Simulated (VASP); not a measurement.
A run of VASP 6.6.1:

The input INCAR:

```
PREC     = Accurate       # precision mode
ENCUT    = 520            # plane-wave cutoff, eV
EDIFF    = 1E-6           # SCF threshold, eV
ISMEAR   = 0              # smearing method
SIGMA    = 0.15           # smearing width, eV
LREAL    = F              # projectors in reciprocal space
LASPH    = T              # aspherical terms in the spheres
NELM     = 80             # most SCF steps
ALGO     = Normal         # electronic algorithm
ISIF     = 2              # what is computed and relaxed
LWAVE    = F              # write WAVECAR
LCHARG   = F              # write CHGCAR
GGA      = PS             # functional
NBANDS   = 13             # bands
```

Contents of KPOINTS:

```
regular mesh
0
Gamma
  18 18 18
```

Contents of POSCAR:

```
Mo
1.0
    2.7355103972      0.0000000000      0.0000000000
   -1.3677551986      2.3690214963      0.0000000000
    0.0000000000      0.0000000000      2.4913011825
Mo
1
Direct
    0.0000000000      0.0000000000      0.5000000000
```

Potentials or basis: VASP PAW PBE potentials, release 64 (Mo_sv).

Launch:

```sh
$ cat potpaw_PBE.64/Mo_sv/POTCAR > POTCAR
$ mpirun -np 1 vasp_std > vasp.out
```

Hardware: 1 thread of Intel(R) Xeon(R) Platinum 8488C (Sapphire Rapids) (shared host).

Task: How long does it take, and how much memory?

Result: Run time: 46 s on 1 thread of Intel(R) Xeon(R) Platinum 8488C (Sapphire Rapids) (shared host), peak memory 0.18 GiB. Counts: scf iterations 11, k points 370.
